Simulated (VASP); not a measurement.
# KBr (Fm-3m) in VASP: a series of runs

The runs below take KBr through single point, with PBEsol.

All numbers are computed with VASP 6.6.1; they aren't measurements. Logs are shortened: lines on timing, memory, paths and dates and some standing lists are left out, and cuts for length are marked.

### 1 The cell of the first run

Symmetry: Fm-3m, No. 225, cubic system. Conventional cell: a = 6.058 Å, b = 6.058 Å, c = 6.058 Å, α = 90.00°, β = 90.00°, γ = 90.00°. Within 4.0 Å of K (site symmetry m-3m) lie 6 Br at 3.03 Å. Br (site symmetry m-3m) has 6 K at 3.03 Å within 4.0 Å.

### 2 Single point, PBEsol (strain -0.080 along x and y, -0.080 along z)

Input file INCAR:

```
PREC     = Accurate       # precision mode
ENCUT    = 520            # plane-wave cutoff, eV
EDIFF    = 1E-6           # SCF threshold, eV
ISMEAR   = 0              # smearing method
SIGMA    = 0.05           # smearing width, eV
LREAL    = F              # projectors in reciprocal space
LASPH    = T              # aspherical terms in the spheres
NELM     = 60             # most SCF steps
ALGO     = Normal         # electronic algorithm
ISIF     = 2              # what is computed and relaxed
LWAVE    = F              # write WAVECAR
LCHARG   = T              # write CHGCAR
GGA      = PS             # functional
LELF     = T              # ELF
LVHAR    = T            
NBANDS   = 15             # bands
```

Input file KPOINTS:

```
Automatic mesh
0
Gamma
  6 6 6
```

Input file POSCAR:

```
KBr
1.0
    0.0000000000      3.0291000000      3.0291000000
    3.0291000000      0.0000000000      3.0291000000
    3.0291000000      3.0291000000      0.0000000000
K Br
1 1
Direct
    0.0000000000      0.0000000000      0.0000000000
    0.5000000000      0.5000000000      0.5000000000
```

Potentials or basis: VASP PAW PBE potentials, release 64 (K_sv, Br).

The run is started by

```sh
$ cat potpaw_PBE.64/K_sv/POTCAR potpaw_PBE.64/Br/POTCAR > POTCAR
$ mpirun -np 1 vasp_std > vasp.out
```

OUTCAR:

```text
PREC = Accurate
   ENCUT = 520
   EDIFF = 1E-6
   ISMEAR = 0
   LREAL = F
   LASPH = T
   NELM = 60
   ISIF = 2
   GGA = PS

 ion  position               nearest neighbor table
   1  0.000  0.000  0.000-   2 3.03   2 3.03   2 3.03   2 3.03   2 3.03   2 3.03
   2  0.500  0.500  0.500-   1 3.03   1 3.03   1 3.03   1 3.03   1 3.03   1 3.03

  LATTYP: Found a face centered cubic cell.
 ALAT       =     6.0582000000

  Lattice vectors:

 A1 = (   0.0000000000,   3.0291000000,   3.0291000000)
 A2 = (   3.0291000000,   0.0000000000,   3.0291000000)
 A3 = (   3.0291000000,   3.0291000000,   0.0000000000)

Analysis of symmetry for initial positions (statically):
=====================================================================
 Subroutine PRICEL returns:
 Original cell was already a primitive cell.

 Routine SETGRP: Setting up the symmetry group for a
 face centered cubic supercell.

 Subroutine GETGRP returns: Found 48 space group operations
 (whereof 48 operations were pure point group operations)
 out of a pool of 48 trial point group operations.

The static configuration has the point symmetry O_h .

Analysis of symmetry for dynamics (positions and initial velocities):
=====================================================================
 Subroutine PRICEL returns:
 Original cell was already a primitive cell.

 Routine SETGRP: Setting up the symmetry group for a
 face centered cubic supercell.

 Subroutine GETGRP returns: Found 48 space group operations
 (whereof 48 operations were pure point group operations)
 out of a pool of 48 trial point group operations.

The dynamic configuration has the point symmetry O_h .

 Subroutine INISYM returns: Found 48 space group operations
 (whereof 48 operations are pure point group operations),
 and found     1 'primitive' translations

----------------------------------------------------------------------------------------

                                     Primitive cell

  volume of cell :      55.5867

  direct lattice vectors                    reciprocal lattice vectors
     0.000000000  3.029100000  3.029100000    -0.165065531  0.165065531  0.165065531
     3.029100000  0.000000000  3.029100000     0.165065531 -0.165065531  0.165065531
     3.029100000  3.029100000  0.000000000     0.165065531  0.165065531 -0.165065531

  length of vectors
     4.283794302  4.283794302  4.283794302     0.285901886  0.285901886  0.285901886

  position of ions in fractional coordinates (direct lattice)
     0.000000000  0.000000000  0.000000000
     0.500000000  0.500000000  0.500000000

  ion indices of the primitive-cell ions
   primitive index   ion index
                 1           1
                 2           2

----------------------------------------------------------------------------------------

 KPOINTS: Automatic mesh

Automatic generation of k-mesh.
 Grid dimensions read from file:
 generate k-points for:    6    6    6

 Generating k-lattice:

  Cartesian coordinates                     Fractional coordinates (reciprocal lattice)
    -0.027510922  0.027510922  0.027510922     0.166666667  0.000000000  0.000000000
     0.027510922 -0.027510922  0.027510922     0.000000000  0.166666667  0.000000000
     0.027510922  0.027510922 -0.027510922     0.000000000  0.000000000  0.166666667

  Length of vectors
     0.047650314  0.047650314  0.047650314

  Shift w.r.t. Gamma in fractional coordinates (k-lattice)
     0.000000000  0.000000000  0.000000000

 Subroutine IBZKPT returns following result:
 ===========================================

 Found     16 irreducible k-points:

 Following reciprocal coordinates:
            Coordinates               Weight
  0.000000  0.000000  0.000000      1.000000
  0.166667  0.000000  0.000000      8.000000
  0.333333  0.000000  0.000000      8.000000
  0.500000  0.000000  0.000000      4.000000
  0.166667  0.166667  0.000000      6.000000
  0.333333  0.166667  0.000000     24.000000
[... 8 lines left out ...]
 -0.333333  0.333333  0.166667     24.000000
 -0.333333  0.500000  0.166667     12.000000
   k-points           NKPTS =     16   k-points in BZ     NKDIM =     16   number of bands    NBANDS=     15
   number of dos      NEDOS =    301   number of ions     NIONS =      2
   total plane-waves  NPLWV =  32768
   dimension x,y,z NGX =    32 NGY =   32 NGZ =   32
   dimension x,y,z NGXF=    64 NGYF=   64 NGZF=   64
   ions per type =               1   1
   NGX,Y,Z   is equivalent  to a cutoff of  12.42, 12.42, 12.42 a.u.
   NGXF,Y,Z  is equivalent  to a cutoff of  24.84, 24.84, 24.84 a.u.
 SYSTEM =  unknown system
   PREC   = accura    normal or accurate (medium, high low for compatibility)
   ISTART =      0    job   : 0-new  1-cont  2-samecut
   ICHARG =      2    charge: 1-file 2-atom 10-const
   ISPIN  =      1    spin polarized calculation?
   LNONCOLLINEAR =      F non collinear calculations
   LSORBIT =      F    spin-orbit coupling
   LASPH  =      T    aspherical Exc in radial PAW
   ENCUT  =  520.0 eV  38.22 Ry    6.18 a.u.   7.97  7.97  7.97*2*pi/ulx,y,z
   NELM   =     60;   NELMIN=  2; NELMDL= -5     # of ELM steps
   EDIFF  = 0.1E-05   stopping-criterion for ELM
   LREAL  =      F    real-space projection
   EDIFFG = 0.1E-04   stopping-criterion for IOM
   NSW    =      0    number of steps for IOM
   IBRION =     -1    ionic relax: 0-MD 1-quasi-New 2-CG
   NFREE  =      0    steps in history (QN), initial steepest desc. (CG)
   ISIF   =      2    stress and relaxation
   ISYM   =      2    0-nonsym 1-usesym 2-fastsym
   POTIM  = 0.5000    time-step for ionic-motion
   TEBEG  =    0.0;   TEEND  =   0.0 temperature during run
   PSTRESS=    0.0 pullay stress
   NELECT =      16.0000    total number of electrons
   NUPDOWN=      -1.0000    fix difference up-down
   EMIN   =  10.00;   EMAX   =-10.00  energy-range for DOS
   EFERMI =   0.00;   METHOD = LEGACY
   ISMEAR =     0;   SIGMA  =   0.05  broadening in eV -4-tet -1-fermi 0-gaus
   EFERMI_NEDOS =   21; number of points for ismear=-14 and -15
   IALGO  =     38    algorithm
   IMIX   =      4    mixing-type and parameters
     AMIX     =   0.40;   BMIX     =  1.00
     AMIX_MAG =   1.60;   BMIX_MAG =  1.00
  volume/ion in A,a.u.               =      27.79       187.56
  Fermi-wavevector in a.u.,A,eV,Ry     =   1.080914  2.042632 15.896713  1.168375
  Thomas-Fermi vector in A             =   2.216917
   LORBIT       =      0    0 simple, 1 ext, 2 COOP (PROOUT), +10 PAW based schemes
   GGA     = PS    functional components
   LHFCALC =     F    Hartree Fock is set to
   AEXX    =    0.0000 exact exchange contribution
   IVDW    =     0    specifies the selected vdW correction
   LEPSILON=     F    determine dielectric tensor
   LRPA    =     F    only Hartree local field effects (RPA)
 non-spin polarized calculation
 Gauss-broadening in eV      SIGMA  =   0.05
  energy-cutoff  :      520.00
  volume of cell :       55.59
 maximum number of plane-waves:      1524
   NGX = 15   NGY = 15   NGZ = 15

 number of electron      16.0000003 magnetization

 Free energy of the ion-electron system (eV)
  ---------------------------------------------------
  ext. energy  EPLUGINS =         0.00000000
  ---------------------------------------------------
  free energy    TOTEN  =        -6.21474899 eV

  energy without entropy =       -6.21474899  energy(sigma->0) =       -6.21474899

 E-fermi :  -0.3001     XC(G=0):  -8.6717

 val. band max:       -0.5893008033   @ k =   0.0000   0.0000   0.0000
 cond. band min:       4.4431114266   @ k =   0.0000   0.0000   0.0000
 fundamental gap:      5.0324122299
 Fermi energy:        -0.3001322238

 k-point     1 :       0.0000    0.0000    0.0000
  band No.  band energies     occupation
      1     -27.7753      2.00000
      2     -13.3088      2.00000
      3     -11.3426      2.00000
      4     -11.3426      2.00000
      5     -11.3426      2.00000
      6      -0.5893      2.00000
      7      -0.5893      2.00000
      8      -0.5893      2.00000
      9       4.4431      0.00000
     10       6.8112      0.00000
     11       6.8112      0.00000
     12       6.8112      0.00000
     13       7.8465      0.00000
     14       7.8465      0.00000
     15      11.3174      0.00000

 k-point     2 :       0.1667    0.0000    0.0000
  band No.  band energies     occupation
      1     -27.7695      2.00000
      2     -13.3950      2.00000
      3     -11.3449      2.00000
      4     -11.3449      2.00000
      5     -11.2189      2.00000
      6      -1.1742      2.00000
      7      -0.7652      2.00000
      8      -0.7652      2.00000
      9       5.2646      0.00000
     10       6.7481      0.00000
     11       7.2324      0.00000
     12       7.2324      0.00000
     13       8.3999      0.00000
     14       8.3999      0.00000
     15      12.5279      0.00000

 k-point     3 :       0.3333    0.0000    0.0000
  band No.  band energies     occupation
      1     -27.7577      2.00000
      2     -13.5451      2.00000
      3     -11.3496      2.00000
      4     -11.3496      2.00000
      5     -10.9897      2.00000
      6      -2.0610      2.00000
      7      -1.0812      2.00000
      8      -1.0812      2.00000
      9       6.0698      0.00000
     10       7.7196      0.00000
     11       8.3673      0.00000
     12       8.3673      0.00000
     13       9.7624      0.00000
     14       9.7624      0.00000
     15      12.3076      0.00000

 k-point     4 :       0.5000    0.0000    0.0000
  band No.  band energies     occupation
      1     -27.7517      2.00000
      2     -13.6119      2.00000
      3     -11.3518      2.00000
      4     -11.3518      2.00000
      5     -10.8808      2.00000
      6      -2.4299      2.00000
      7      -1.2249      2.00000
      8      -1.2249      2.00000
      9       6.3238      0.00000
     10       8.3650      0.00000
     11       9.7120      0.00000
     12       9.7120      0.00000
     13      10.1636      0.00000
     14      10.1636      0.00000
     15      11.8001      0.00000
[... 163 lines left out ...]
 k-point    14 :       0.5000    0.3333    0.1667
  band No.  band energies     occupation
      1     -27.7504      2.00000
      2     -13.4082      2.00000
      3     -11.4576      2.00000
      4     -11.4028      2.00000
      5     -11.1283      2.00000
      6      -1.9181      2.00000
      7      -1.1825      2.00000
      8      -1.1317      2.00000
      9       6.0066      0.00000
     10       7.3305      0.00000
     11       8.7692      0.00000
     12       9.6042      0.00000
     13       9.8940      0.00000
     14      10.3120      0.00000
     15      11.6076      0.00000

 k-point    15 :      -0.3333    0.3333    0.1667
  band No.  band energies     occupation
      1     -27.7467      2.00000
      2     -13.3844      2.00000
      3     -11.4860      2.00000
      4     -11.4492      2.00000
      5     -11.1152      2.00000
      6      -1.8493      2.00000
      7      -1.3693      2.00000
      8      -1.2423      2.00000
      9       6.7646      0.00000
     10       7.1116      0.00000
     11       8.9168      0.00000
     12       9.4099      0.00000
     13      10.4178      0.00000
     14      11.0269      0.00000
     15      11.8455      0.00000

 k-point    16 :      -0.3333    0.5000    0.1667
  band No.  band energies     occupation
      1     -27.7451      2.00000
      2     -13.2530      2.00000
      3     -11.5706      2.00000
      4     -11.4879      2.00000
      5     -11.2301      2.00000
      6      -1.5637      2.00000
      7      -1.3625      2.00000
      8      -1.2187      2.00000
      9       5.7012      0.00000
     10       8.1408      0.00000
     11       8.2447      0.00000
     12       9.5469      0.00000
     13      10.1125      0.00000
     14      10.9724      0.00000
     15      11.9640      0.00000

------------------------ aborting loop because EDIFF is reached ----------------------------------------

  FORCE on cell =-STRESS in cart. coord.  units (eV):
  Direction    XX          YY          ZZ          XY          YZ          ZX
  --------------------------------------------------------------------------------------
  -------------------------------------------------------------------------------------
  Total        2.3006156      2.3006156      2.3006156      0.0000000     -0.0000000      0.0000000
  in kB       66.3107297     66.3107297     66.3107297      0.0000000     -0.0000000      0.0000000
  external PRESSURE =      66.3107297 kB  Pullay stress =       0.0000000 kB

 VOLUME and BASIS-vectors are now :
 -----------------------------------------------------------------------------
  energy-cutoff  :      520.00
  volume of cell :       55.59
      direct lattice vectors                 reciprocal lattice vectors
     0.000000000  3.029100000  3.029100000    -0.165065531  0.165065531  0.165065531
     3.029100000  0.000000000  3.029100000     0.165065531 -0.165065531  0.165065531
     3.029100000  3.029100000  0.000000000     0.165065531  0.165065531 -0.165065531

 POSITION                                       TOTAL-FORCE (eV/Angst)
 -----------------------------------------------------------------------------------
      0.00000      0.00000      0.00000         0.000000      0.000000      0.000000
      3.02910      3.02910      3.02910        -0.000000     -0.000000     -0.000000
 -----------------------------------------------------------------------------------
    total drift:                                0.000000     -0.000000     -0.000000

  FREE ENERGIE OF THE ION-ELECTRON SYSTEM (eV)
  ---------------------------------------------------
  free  energy   TOTEN  =        -6.2147489922 eV

  energy  without entropy=       -6.2147489922  energy(sigma->0) =       -6.21474899
```

Run time: 6.4 s. Hardware: 1 thread of Intel Xeon 6975P-C (Granite Rapids), shared host; peak memory 0.17 GiB.

Results:

```yaml
Free_energy: -6.2147 eV
Pressure: 6.6 GPa
Band_gap_on_the_k_mesh: 5.03 eV, direct
```

Caveat: the cell differs from its parent crystal (strain -0.080 along x and y, -0.080 along z); the PAW data sets were made with another functional, which shifts forces and pressure a little. A k mesh can miss the band edges.

[end of part 1 of 2]
